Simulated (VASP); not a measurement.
Wanted: the native input for a VASP 6.6.1 run.

```yaml
Task: single point
Functional: PBE
Potentials_or_basis: VASP PAW PBE potentials, release 64 (Hf_pv, B)
Cutoff: 520 eV
k_mesh: 7 × 7 × 7
Occupations: fermi-dirac, width 0.1 eV
Spin: no spin polarisation
Dipole_correction: no
Further_INCAR_settings: ALGO = Normal; EDIFF = 1e-07; NBANDS = 14
```

The structure of HfB lies in POSCAR:

```
HfB
1.0
    0.0000000000      2.4298039052      2.4298039052
    2.4298039052      0.0000000000      2.4298039052
    2.4298039052      2.4298039052      0.0000000000
Hf B
1 1
Direct
    0.0000000000      0.0000000000      0.0000000000
    0.5000000000      0.5000000000      0.5000000000
```

One way to write it, as run:

INCAR

```
SYSTEM = HfB
  PREC = Accurate
  ENCUT = 520
  EDIFF = 1E-7
  ISMEAR = -1
  SIGMA = 0.1
  LREAL = .False.
  LASPH = .True.
  NELM = 60
  ALGO = Normal
  ISIF = 2
  LWAVE = .False.
  LCHARG = .False.
  GGA = PE
  NBANDS = 14
```

KPOINTS

```
regular mesh
0
Gamma
  7 7 7
  0 0 0
```

Potentials or basis: VASP PAW PBE potentials, release 64 (Hf_pv, B).

The run is started by

```bash
$ cat potpaw_PBE.64/Hf_pv/POTCAR potpaw_PBE.64/B/POTCAR > POTCAR
$ mpirun -np 1 vasp_std > vasp.out
```

Results of the run:

- Pressure: -2.2 GPa

Wall time 6.6 s on 1 thread of Intel(R) Xeon(R) Platinum 8488C (Sapphire Rapids) (shared host), peak memory 0.15 GiB.
